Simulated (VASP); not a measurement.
The system is HfO2.

```xyz
12
Lattice="5.2195 0.0000 0.0000 0.0000 5.0048 0.0000 0.0000 0.0000 5.0327" Properties=species:S:1:pos:R:3 pbc="T T T"
Hf    5.0472    3.6661    3.7314
Hf    2.7820    3.6661    1.2151
Hf    2.4375    1.3387    3.7314
Hf    0.1723    1.3387    1.2151
O     3.2994    4.6477    4.4251
O     4.5298    4.6477    1.9087
O     1.2211    2.7020    2.4776
O     1.3886    2.7020    4.9939
O     3.9984    2.3028    4.9939
O     3.8308    2.3028    2.4776
O     0.6896    0.3571    4.4251
O     1.9201    0.3571    1.9087
```

- Program: VASP 6.6.1
- Task: relaxation of cell and atoms
- Functional: RPBE
- Dispersion: D3(BJ)
- Potentials or basis: VASP PAW PBE potentials, release 64 (Hf_pv, O)
- Cutoff: 600 eV
- k mesh: 5 × 6 × 5
- Occupations: fermi-dirac, width 0.05 eV
- Spin: no spin polarisation

At the start: pressure -11.4 GPa; volume 10.96 Å³/atom.

Task: Where does the relaxation end?

Result: Over 27 steps the energy falls by 27.7 meV/atom and the volume is 10.30 Å³/atom (-6.0 %); space group Pca2_1 (No. 29, to 0.1 Å) before and after.

The path:
```csv
step,energy change (eV),largest force (eV/Å),pressure (GPa),volume (Å³)
1,0.0000,0.1404,-11.45,131.46
2,0.3808,0.5697,23.92,117.13
3,-0.2140,0.2635,-0.08,125.85
4,-0.2141,0.2670,0.14,125.74
5,-0.2353,0.1815,0.11,125.51
6,-0.2385,0.3338,0.11,125.38
7,-0.2504,0.1647,-0.03,125.32
8,-0.2518,0.1750,-0.10,125.29
9,-0.2597,0.1515,-0.02,125.19
10,-0.2730,0.2965,0.21,124.90
11,-0.2808,0.2508,0.03,124.91
12,-0.2973,0.1381,-0.48,124.92
13,-0.2975,0.4693,-1.51,124.95
14,-0.3030,0.3001,-0.99,124.94
15,-0.3092,0.2005,-0.51,124.64
16,-0.3135,0.2333,0.34,124.11
17,-0.3187,0.1690,0.21,124.07
18,-0.3255,0.1984,-0.19,123.94
19,-0.3290,0.0991,-0.12,123.78
20,-0.3295,0.1228,-0.07,123.68
21,-0.3311,0.0483,0.14,123.54
22,-0.3312,0.0496,0.16,123.52
23,-0.3316,0.0297,-0.08,123.61
24,-0.3316,0.0344,-0.19,123.66
25,-0.3318,0.0189,0.01,123.58
26,-0.3318,0.0179,0.00,123.58
27,-0.3319,0.0096,0.01,123.57
```

Final structure:
```cif
data_structure
_symmetry_space_group_name_H-M 'P 1'
_symmetry_Int_Tables_number 1
_cell_length_a 5.1495
_cell_length_b 4.9144
_cell_length_c 4.8829
_cell_angle_alpha 90.000
_cell_angle_beta 90.000
_cell_angle_gamma 90.000
_cell_volume 123.57
loop_
_atom_site_label
_atom_site_type_symbol
_atom_site_fract_x
_atom_site_fract_y
_atom_site_fract_z
_atom_site_occupancy
Hf1 Hf 0.96708 0.72997 0.75350 1
Hf2 Hf 0.53292 0.72997 0.25350 1
Hf3 Hf 0.46708 0.27003 0.75350 1
Hf4 Hf 0.03292 0.27003 0.25350 1
O1 O 0.61340 0.90666 0.85479 1
O2 O 0.88660 0.90666 0.35479 1
O3 O 0.24551 0.55055 0.50472 1
O4 O 0.25449 0.55055 0.00472 1
O5 O 0.75449 0.44945 0.00472 1
O6 O 0.74551 0.44945 0.50472 1
O7 O 0.11340 0.09334 0.85479 1
O8 O 0.38660 0.09334 0.35479 1
```

Caveat: the dispersion term is far too large for a dense solid, which distorts pressure and volume; the PAW data sets were made with another functional, which shifts forces and pressure a little.
